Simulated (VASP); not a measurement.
# AlN (Pm-3m) in VASP: further runs

AlN is run at these levels: PBEsol; tasks: single point.

Everything below comes from runs of VASP 6.6.1. Logs are shortened: lines on timing, memory, paths and dates and some standing lists are left out, and cuts for length are marked.

## Step 1: The cell of the first run

It takes space group Pm-3m (No. 221, cubic). The conventional cell has a = 2.664 Å, b = 2.664 Å, c = 2.664 Å, α = 90.00°, β = 90.00°, γ = 90.00°. Within 3.0 Å of Al (site symmetry m-3m) lie 8 N at 2.31 Å and 6 Al at 2.66 Å. Within 3.0 Å of N (site symmetry m-3m) lie 8 Al at 2.31 Å and 6 N at 2.66 Å.

## Step 2: Single point, PBEsol

The input, INCAR:

```
SYSTEM = AlN
  ALGO = Normal
  EDIFF = 1E-6
  ENCUT = 600
  GGA = PS
  GGA_COMPAT = .FALSE.
  ISIF = 2
  ISMEAR = 0
  LASPH = .TRUE.
  LCHARG = .FALSE.
  LREAL = .FALSE.
  LWAVE = .FALSE.
  NBANDS = 11
  NELM = 120
  PREC = Accurate
  SIGMA = 0.05
```

The input, KPOINTS:

```
k-points
0
G
  6 6 6
  0 0 0
```

The input, POSCAR:

```
AlN
1.0
    2.6643555061      0.0000000000      0.0000000000
    0.0000000000      2.6643555061      0.0000000000
    0.0000000000      0.0000000000      2.6643555061
Al N
1 1
Direct
    0.0000000000      0.0000000000      0.0000000000
    0.5000000000      0.5000000000      0.5000000000
```

Potentials or basis: VASP PAW PBE potentials, release 64 (Al, N).

On the command line:

```bash
> cat potpaw_PBE.64/Al/POTCAR potpaw_PBE.64/N/POTCAR > POTCAR
> mpirun -np 1 vasp_std > vasp.out
```

OUTCAR:

```text
SYSTEM = AlN
   EDIFF = 1E-6
   ENCUT = 600
   GGA = PS
   ISIF = 2
   ISMEAR = 0
   LASPH = .TRUE.
   LREAL = .FALSE.
   NELM = 120
   PREC = Accurate

 ion  position               nearest neighbor table
   1  0.000  0.000  0.000-   2 2.31   2 2.31   2 2.31   2 2.31   2 2.31   2 2.31   2 2.31   2 2.31

   2  0.500  0.500  0.500-   1 2.31   1 2.31   1 2.31   1 2.31   1 2.31   1 2.31   1 2.31   1 2.31

  LATTYP: Found a simple cubic cell.
 ALAT       =     2.6643555061

  Lattice vectors:

 A1 = (   2.6643555061,   0.0000000000,   0.0000000000)
 A2 = (   0.0000000000,   2.6643555061,   0.0000000000)
 A3 = (   0.0000000000,   0.0000000000,   2.6643555061)

Analysis of symmetry for initial positions (statically):
=====================================================================
 Subroutine PRICEL returns:
 Original cell was already a primitive cell.

 Routine SETGRP: Setting up the symmetry group for a
 simple cubic supercell.

 Subroutine GETGRP returns: Found 48 space group operations
 (whereof 48 operations were pure point group operations)
 out of a pool of 48 trial point group operations.

The static configuration has the point symmetry O_h .

Analysis of symmetry for dynamics (positions and initial velocities):
=====================================================================
 Subroutine PRICEL returns:
 Original cell was already a primitive cell.

 Routine SETGRP: Setting up the symmetry group for a
 simple cubic supercell.

 Subroutine GETGRP returns: Found 48 space group operations
 (whereof 48 operations were pure point group operations)
 out of a pool of 48 trial point group operations.

The dynamic configuration has the point symmetry O_h .

 Subroutine INISYM returns: Found 48 space group operations
 (whereof 48 operations are pure point group operations),
 and found     1 'primitive' translations

----------------------------------------------------------------------------------------

                                     Primitive cell

  volume of cell :      18.9137

  direct lattice vectors                    reciprocal lattice vectors
     2.664355506  0.000000000  0.000000000     0.375325289  0.000000000  0.000000000
     0.000000000  2.664355506  0.000000000     0.000000000  0.375325289  0.000000000
     0.000000000  0.000000000  2.664355506     0.000000000  0.000000000  0.375325289

  length of vectors
     2.664355506  2.664355506  2.664355506     0.375325289  0.375325289  0.375325289

  position of ions in fractional coordinates (direct lattice)
     0.000000000  0.000000000  0.000000000
     0.500000000  0.500000000  0.500000000

  ion indices of the primitive-cell ions
   primitive index   ion index
                 1           1
                 2           2

----------------------------------------------------------------------------------------

 KPOINTS: k-points

Automatic generation of k-mesh.
 Grid dimensions read from file:
 generate k-points for:    6    6    6

 Generating k-lattice:

  Cartesian coordinates                     Fractional coordinates (reciprocal lattice)
     0.062554215  0.000000000  0.000000000     0.166666667  0.000000000  0.000000000
     0.000000000  0.062554215  0.000000000     0.000000000  0.166666667  0.000000000
     0.000000000  0.000000000  0.062554215     0.000000000  0.000000000  0.166666667

  Length of vectors
     0.062554215  0.062554215  0.062554215

  Shift w.r.t. Gamma in fractional coordinates (k-lattice)
     0.000000000  0.000000000  0.000000000

 Subroutine IBZKPT returns following result:
 ===========================================

 Found     20 irreducible k-points:

 Following reciprocal coordinates:
            Coordinates               Weight
  0.000000  0.000000  0.000000      1.000000
  0.166667  0.000000  0.000000      6.000000
  0.333333  0.000000  0.000000      6.000000
  0.500000  0.000000  0.000000      3.000000
  0.166667  0.166667  0.000000     12.000000
  0.333333  0.166667  0.000000     24.000000
[... 12 lines left out ...]
  0.500000  0.500000  0.333333      6.000000
  0.500000  0.500000  0.500000      1.000000
   k-points           NKPTS =     20   k-points in BZ     NKDIM =     20   number of bands    NBANDS=     11
   number of dos      NEDOS =    301   number of ions     NIONS =      2
   total plane-waves  NPLWV =  13824
   dimension x,y,z NGX =    24 NGY =   24 NGZ =   24
   dimension x,y,z NGXF=    48 NGYF=   48 NGZF=   48
   ions per type =               1   1
   NGX,Y,Z   is equivalent  to a cutoff of  14.98, 14.98, 14.98 a.u.
   NGXF,Y,Z  is equivalent  to a cutoff of  29.95, 29.95, 29.95 a.u.
 SYSTEM =  AlN
   PREC   = accura    normal or accurate (medium, high low for compatibility)
   ISTART =      0    job   : 0-new  1-cont  2-samecut
   ICHARG =      2    charge: 1-file 2-atom 10-const
   ISPIN  =      1    spin polarized calculation?
   LNONCOLLINEAR =      F non collinear calculations
   LSORBIT =      F    spin-orbit coupling
   LASPH  =      T    aspherical Exc in radial PAW
   ENCUT  =  600.0 eV  44.10 Ry    6.64 a.u.   5.32  5.32  5.32*2*pi/ulx,y,z
   NELM   =    120;   NELMIN=  2; NELMDL= -5     # of ELM steps
   EDIFF  = 0.1E-05   stopping-criterion for ELM
   LREAL  =      F    real-space projection
   EDIFFG = 0.1E-04   stopping-criterion for IOM
   NSW    =      0    number of steps for IOM
   IBRION =     -1    ionic relax: 0-MD 1-quasi-New 2-CG
   NFREE  =      0    steps in history (QN), initial steepest desc. (CG)
   ISIF   =      2    stress and relaxation
   ISYM   =      2    0-nonsym 1-usesym 2-fastsym
   POTIM  = 0.5000    time-step for ionic-motion
   TEBEG  =    0.0;   TEEND  =   0.0 temperature during run
   PSTRESS=    0.0 pullay stress
   NELECT =       8.0000    total number of electrons
   NUPDOWN=      -1.0000    fix difference up-down
   EMIN   =  10.00;   EMAX   =-10.00  energy-range for DOS
   EFERMI =   0.00;   METHOD = LEGACY
   ISMEAR =     0;   SIGMA  =   0.05  broadening in eV -4-tet -1-fermi 0-gaus
   EFERMI_NEDOS =   21; number of points for ismear=-14 and -15
   IALGO  =     38    algorithm
   IMIX   =      4    mixing-type and parameters
     AMIX     =   0.40;   BMIX     =  1.00
     AMIX_MAG =   1.60;   BMIX_MAG =  1.00
  volume/ion in A,a.u.               =       9.46        63.82
  Fermi-wavevector in a.u.,A,eV,Ry     =   1.228889  2.322263 20.547085  1.510168
  Thomas-Fermi vector in A             =   2.363797
   LORBIT       =      0    0 simple, 1 ext, 2 COOP (PROOUT), +10 PAW based schemes
   GGA     = PS    functional components
   LHFCALC =     F    Hartree Fock is set to
   AEXX    =    0.0000 exact exchange contribution
   IVDW    =     0    specifies the selected vdW correction
   LEPSILON=     F    determine dielectric tensor
   LRPA    =     F    only Hartree local field effects (RPA)
 non-spin polarized calculation
 Gauss-broadening in eV      SIGMA  =   0.05
  energy-cutoff  :      600.00
  volume of cell :       18.91
 maximum number of plane-waves:       648
 NGX is ok and might be reduce to    24
   NGX = 11   NGY = 11   NGZ = 11

 number of electron       7.9999999 magnetization

 Free energy of the ion-electron system (eV)
  ---------------------------------------------------
  ext. energy  EPLUGINS =         0.00000000
  ---------------------------------------------------
  free energy    TOTEN  =       -12.25934724 eV

  energy without entropy =      -12.25731170  energy(sigma->0) =      -12.25832947

 E-fermi :  10.0964     XC(G=0): -11.9540

 val. band max:       10.0466645112   @ k =   0.0000   0.0000   0.0000
 cond. band min:      10.1134784134   @ k =   0.5000   0.5000   0.3333
 fundamental gap:      0.0668139022
 Fermi energy:        10.0963614603

 k-point     1 :       0.0000    0.0000    0.0000
  band No.  band energies     occupation
      1      -7.7707      2.00000
      2       8.4232      2.00000
      3       8.4232      2.00000
      4       8.4232      2.00000
      5      10.0467      1.84017
      6      16.0838      0.00000
      7      16.0838      0.00000
      8      24.5085      0.00000
      9      24.5085      0.00000
     10      24.5085      0.00000
     11      31.9775      0.00000

 k-point     2 :       0.1667    0.0000    0.0000
  band No.  band energies     occupation
      1      -7.3392      2.00000
      2       5.4320      2.00000
      3       8.6464      2.00000
      4       8.6464      2.00000
      5      11.5297      0.00000
      6      16.6200      0.00000
      7      17.3945      0.00000
      8      23.7031      0.00000
      9      23.7031      0.00000
     10      24.9650      0.00000
     11      30.6978      0.00000

 k-point     3 :       0.3333    0.0000    0.0000
  band No.  band energies     occupation
      1      -6.1980      2.00000
      2       1.8830      2.00000
      3       9.1474      2.00000
      4       9.1474      2.00000
      5      12.9433      0.00000
      6      17.4762      0.00000
      7      18.1340      0.00000
      8      21.9733      0.00000
      9      21.9733      0.00000
     10      26.3025      0.00000
     11      28.3556      0.00000

 k-point     4 :       0.5000    0.0000    0.0000
  band No.  band energies     occupation
      1      -5.3159      2.00000
      2       0.1414      2.00000
      3       9.4333      2.00000
      4       9.4333      2.00000
      5      13.9077      0.00000
      6      16.5914      0.00000
      7      19.5601      0.00000
      8      21.1000      0.00000
      9      21.1000      0.00000
     10      23.7230      0.00000
     11      29.6904      0.00000
[... 183 lines left out ...]
 k-point    18 :       0.5000    0.3333    0.3333
  band No.  band energies     occupation
      1      -2.9095      2.00000
      2       3.5670      2.00000
      3       5.4456      2.00000
      4       6.0897      2.00000
      5      11.6979      0.00000
      6      12.2050      0.00000
      7      14.2715      0.00000
      8      20.0706      0.00000
      9      25.2324      0.00000
     10      26.6677      0.00000
     11      26.9537      0.00000

 k-point    19 :       0.5000    0.5000    0.3333
  band No.  band energies     occupation
      1      -2.3578      2.00000
      2       4.4842      2.00000
      3       4.4842      2.00000
      4       6.4573      2.00000
      5      10.1135      0.62829
      6      12.8952      0.00000
      7      12.8952      0.00000
      8      18.4182      0.00000
      9      26.0489      0.00000
     10      27.0858      0.00000
     11      27.0858      0.00000

 k-point    20 :       0.5000    0.5000    0.5000
  band No.  band energies     occupation
      1      -1.8549      2.00000
      2       5.2885      2.00000
      3       5.2885      2.00000
      4       5.2885      2.00000
      5      11.2129      0.00000
      6      11.2129      0.00000
      7      11.2129      0.00000
      8      16.4498      0.00000
      9      27.4017      0.00000
     10      27.4017      0.00000
     11      27.4017      0.00000

------------------------ aborting loop because EDIFF is reached ----------------------------------------

  FORCE on cell =-STRESS in cart. coord.  units (eV):
  Direction    XX          YY          ZZ          XY          YZ          ZX
  --------------------------------------------------------------------------------------
  -------------------------------------------------------------------------------------
  Total       -1.6968440     -1.6968440     -1.6968440      0.0000000      0.0000000      0.0000000
  in kB     -143.7394530   -143.7394530   -143.7394530      0.0000000      0.0000000      0.0000000
  external PRESSURE =    -143.7394530 kB  Pullay stress =       0.0000000 kB

 VOLUME and BASIS-vectors are now :
 -----------------------------------------------------------------------------
  energy-cutoff  :      600.00
  volume of cell :       18.91
      direct lattice vectors                 reciprocal lattice vectors
     2.664355506  0.000000000  0.000000000     0.375325289  0.000000000  0.000000000
     0.000000000  2.664355506  0.000000000     0.000000000  0.375325289  0.000000000
     0.000000000  0.000000000  2.664355506     0.000000000  0.000000000  0.375325289

 POSITION                                       TOTAL-FORCE (eV/Angst)
 -----------------------------------------------------------------------------------
      0.00000      0.00000      0.00000         0.000000      0.000000      0.000000
      1.33218      1.33218      1.33218         0.000000      0.000000      0.000000
 -----------------------------------------------------------------------------------
    total drift:                                0.000000     -0.000000     -0.000000

  FREE ENERGIE OF THE ION-ELECTRON SYSTEM (eV)
  ---------------------------------------------------
  free  energy   TOTEN  =       -12.2593472381 eV

  energy  without entropy=      -12.2573116978  energy(sigma->0) =      -12.25832947
```

Run time: 4.9 s. Hardware: 1 thread of Intel Xeon 6975P-C, shared host; peak memory 0.13 GiB.

What came out:

- Free energy: -12.2593 eV
- Pressure: -14.4 GPa
- Band gap on the k mesh: zero (band 4 reaches 10.12 eV, above the bottom of band 5 at 8.90 eV)

Levels at points of the mesh, in eV from the Fermi level:
```tsv
k point	band 1	band 2	band 3	band 4	band 5	band 6	band 7	band 8	band 9
(0.00, 0.00, 0.00)	-17.87	-1.67	-1.67	-1.67	-0.05	5.99	5.99	14.41	14.41
(0.50, 0.00, 0.00)	-15.41	-9.95	-0.66	-0.66	3.81	6.50	9.46	11.00	11.00
(0.50, 0.50, 0.00)	-13.54	-7.09	-7.09	-1.86	0.28	8.68	8.68	11.22	14.39
(0.50, 0.50, 0.50)	-11.95	-4.81	-4.81	-4.81	1.12	1.12	1.12	6.35	17.31
```

Caveat: the k points lie up to 0.39 Å⁻¹ apart; the PAW data sets were made with another functional, which shifts forces and pressure a little.

## Step 3: Single point, PBEsol

This run uses another cell than the first one, of 8.69 Å³/atom, 0.919 times its volume.

The input, INCAR:

```
SYSTEM = AlN
ALGO     = Normal         ! electronic algorithm
EDIFF    = 1E-6           ! SCF threshold, eV
ENCUT    = 600            ! plane-wave cutoff, eV
GGA      = PS             ! functional
GGA_COMPAT= .FALSE.      
ISIF     = 2              ! what is computed and relaxed
ISMEAR   = 0              ! smearing method
LASPH    = .TRUE.         ! aspherical terms in the spheres
LCHARG   = .FALSE.        ! write CHGCAR
LREAL    = .FALSE.        ! projectors in reciprocal space
LWAVE    = .FALSE.        ! write WAVECAR
NBANDS   = 11             ! bands
NELM     = 120            ! most SCF steps
PREC     = Accurate       ! precision mode
SIGMA    = 0.05           ! smearing width, eV
```

KPOINTS is that of step 2.

The input, POSCAR:

```
AlN
1.0
    2.5902763163      0.0000000000      0.0000000000
    0.0000000000      2.5902763163      0.0000000000
    0.0000000000      0.0000000000      2.5902763163
Al N
1 1
Direct
    0.0000000000      0.0000000000      0.0000000000
    0.5000000000      0.5000000000      0.5000000000
```

Potentials or basis: VASP PAW PBE potentials, release 64 (Al, N).

On the command line:

```bash
> cat potpaw_PBE.64/Al/POTCAR potpaw_PBE.64/N/POTCAR > POTCAR
> mpirun -np 1 vasp_std > vasp.out
```

It took 4.1 s on 1 thread of Intel Xeon 6975P-C, shared host; peak memory 0.13 GiB.

Results (log left out):

| Quantity | Value |
| --- | --- |
| Free energy | -12.3350 eV |
| Pressure | -0.3 GPa |
| Band gap on the k mesh | zero (band 4 reaches 11.32 eV, above the bottom of band 5 at 10.00 eV) |

Levels at points of the mesh, in eV from the Fermi level:
| k point | band 2 | band 3 | band 4 | band 5 | band 6 | band 7 |
| --- | --- | --- | --- | --- | --- | --- |
| (0.00, 0.00, 0.00) | -1.84 | -1.84 | -1.84 | 0.78 | 5.86 | 5.86 |
| (0.50, 0.00, 0.00) | -10.66 | -0.77 | -0.77 | 4.46 | 7.31 | 9.59 |
| (0.50, 0.50, 0.00) | -7.72 | -7.72 | -1.85 | 0.30 | 9.39 | 9.39 |
| (0.50, 0.50, 0.50) | -5.35 | -5.35 | -5.35 | 1.08 | 1.08 | 1.08 |

Caveat: the k points lie up to 0.40 Å⁻¹ apart; the PAW data sets were made with another functional, which shifts forces and pressure a little.

## Step 4: Single point, PBEsol

This run uses another cell than the first one, of 7.57 Å³/atom, 0.800 times its volume.

The input, INCAR:

```
SYSTEM = AlN
ALGO = Normal
EDIFF = 1E-6
ENCUT = 600
GGA = PS
GGA_COMPAT = .False.
ISIF = 2
ISMEAR = 0
LASPH = .True.
LCHARG = .False.
LREAL = .False.
LWAVE = .False.
NBANDS = 11
NELM = 120
PREC = Accurate
SIGMA = 0.05
```

The input, KPOINTS:

```
k-points
0
Gamma
  8 8 8
  0 0 0
```

The input, POSCAR:

```
AlN
1.0
    2.4733685532      0.0000000000      0.0000000000
    0.0000000000      2.4733685532      0.0000000000
    0.0000000000      0.0000000000      2.4733685532
Al N
1 1
Direct
    0.0000000000      0.0000000000      0.0000000000
    0.5000000000      0.5000000000      0.5000000000
```

On the command line:

```bash
> cat potpaw_PBE.64/Al/POTCAR potpaw_PBE.64/N/POTCAR > POTCAR
> mpirun -np 1 vasp_std > vasp.out
```

Wall time 4.6 s (1 thread of Intel Xeon 6975P-C, shared host); peak memory 0.12 GiB.

Results (log left out):

```yaml
Free_energy: -12.0816 eV
Pressure: 38.6 GPa
Band_gap_on_the_k_mesh: zero (band 4 reaches 13.28 eV, above the bottom of band 5 at 12.59 eV)
```

Levels at points of the mesh, in eV from the Fermi level:
```csv
k point,band 2,band 3,band 4,band 5,band 6,band 7
"(0.00, 0.00, 0.00)",-1.87,-1.87,-1.87,2.69,5.94,5.94
"(0.50, 0.00, 0.00)",-11.60,-0.71,-0.71,6.02,9.08,10.16
"(0.50, 0.50, 0.00)",-8.52,-8.52,-1.49,0.58,10.97,10.97
"(0.50, 0.50, 0.50)",-6.04,-6.04,-6.04,1.41,1.41,1.41
```

Caveat: the PAW data sets were made with another functional, which shifts forces and pressure a little.

## Step 5: Overview

| cell | k mesh | gap on the mesh (eV) | pressure (GPa) |
| --- | --- | --- | --- |
| a = 2.664 Å, 2 atoms | 6 × 6 × 6 | none | -14.4 |
| a = 2.590 Å, 2 atoms | 6 × 6 × 6 | none | -0.3 |
| a = 2.473 Å, 2 atoms | 8 × 8 × 8 | none | 38.6 |

Alike in all rows: task single point; level PBEsol; potentials or basis VASP PAW PBE potentials, release 64 (Al, N); no spin polarisation; cutoff (eV) 600; smearing gaussian 0.05 eV.

Caveats: some runs use coarse meshes; the PAW data sets were made with another functional, which shifts forces and pressure a little.

Total energies depend on the potentials used, so only differences within one code and one set of settings carry meaning.
